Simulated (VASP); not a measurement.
Here is a VASP 6.6.1 calculation.

INCAR

```
ALGO     = Normal         # electronic algorithm
EDIFF    = 1E-6           # SCF threshold, eV
ENCUT    = 520            # plane-wave cutoff, eV
GGA      = PS             # functional
ISIF     = 2              # what is computed and relaxed
ISMEAR   = 0              # smearing method
LASPH    = True           # aspherical terms in the spheres
LCHARG   = False          # write CHGCAR
LREAL    = False          # projectors in reciprocal space
LWAVE    = False          # write WAVECAR
NBANDS   = 15             # bands
NELM     = 80             # most SCF steps
PREC     = Accurate       # precision mode
SIGMA    = 0.05           # smearing width, eV
```

Contents of KPOINTS:

```
k-points
0
Gamma
  8 8 8
```

POSCAR

```
KBr
1.0
    0.0000000000      3.2748785852      3.2748785852
    3.2748785852      0.0000000000      3.2748785852
    3.2748785852      3.2748785852      0.0000000000
K Br
1 1
Direct
    0.0000000000      0.0000000000      0.0000000000
    0.5000000000      0.5000000000      0.5000000000
```

Potentials or basis: VASP PAW PBE potentials, release 64 (K_sv, Br).

The run is started by

```bash
$ cat potpaw_PBE.64/K_sv/POTCAR potpaw_PBE.64/Br/POTCAR > POTCAR
$ mpirun -np 1 vasp_std > vasp.out
```

(1) What does it give for the band gap on the k mesh?

(2) What does it give for the pressure?

Results:

(1) 4.34 eV, direct.

(2) 0.1 GPa.

Caveat: the PAW data sets were made with another functional, which shifts forces and pressure a little.
